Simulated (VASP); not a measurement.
Set up this calculation in VASP 6.6.1, as the native input.

* Task: single point
* Functional: PBEsol
* Potentials or basis: VASP PAW PBE potentials, release 64 (Hf_pv)
* Cutoff: 520 eV
* k mesh: 14 × 14 × 14
* Occupations: fermi-dirac, width 0.1 eV
* Spin: no spin polarisation
* Dipole correction: no
* Further INCAR settings: ALGO = Normal; EDIFF = 1e-06; NBANDS = 11

The structure of Hf lies in POSCAR:

```
Hf
1.0
    0.0000000000      2.2671044614      2.2671044614
    2.2671044614      0.0000000000      2.2671044614
    2.2671044614      2.2671044614      0.0000000000
Hf
1
Direct
    0.0000000000      0.0000000000      0.0000000000
```

This cell differs from its parent crystal: volume scaled by 1.08.

One way to write it, as run:

INCAR

```
SYSTEM = Hf
ALGO     = Normal         ! electronic algorithm
EDIFF    = 1E-6           ! SCF threshold, eV
ENCUT    = 520            ! plane-wave cutoff, eV
GGA      = PS             ! functional
ISIF     = 2              ! what is computed and relaxed
ISMEAR   = -1             ! smearing method
LASPH    = .True.         ! aspherical terms in the spheres
LCHARG   = .True.         ! write CHGCAR
LELF     = .True.         ! ELF
LREAL    = .False.        ! projectors in reciprocal space
LVHAR    = .True.       
LWAVE    = .False.        ! write WAVECAR
NBANDS   = 11             ! bands
NELM     = 60             ! most SCF steps
PREC     = Accurate       ! precision mode
SIGMA    = 0.1            ! smearing width, eV
```

KPOINTS

```
k-points
0
Gamma
  14 14 14
  0 0 0
```

Potentials or basis: VASP PAW PBE potentials, release 64 (Hf_pv).

Run with:

```sh
$ cat potpaw_PBE.64/Hf_pv/POTCAR > POTCAR
$ mpirun -np 1 vasp_std > vasp.out
```

Results of the run:

| Item | Value |
| --- | --- |
| Pressure | -7.6 GPa |
| Band gap on the k mesh | zero (band 5 reaches 5.68 eV, above the bottom of band 6 at 3.70 eV) |

Caveat: the PAW data sets were made with another functional, which shifts forces and pressure a little; spin-orbit coupling is left out, which moves the levels of the heavy elements.

It took 12 s on 1 thread of Intel Xeon 6975P-C, on a shared host, peak memory 0.16 GiB.
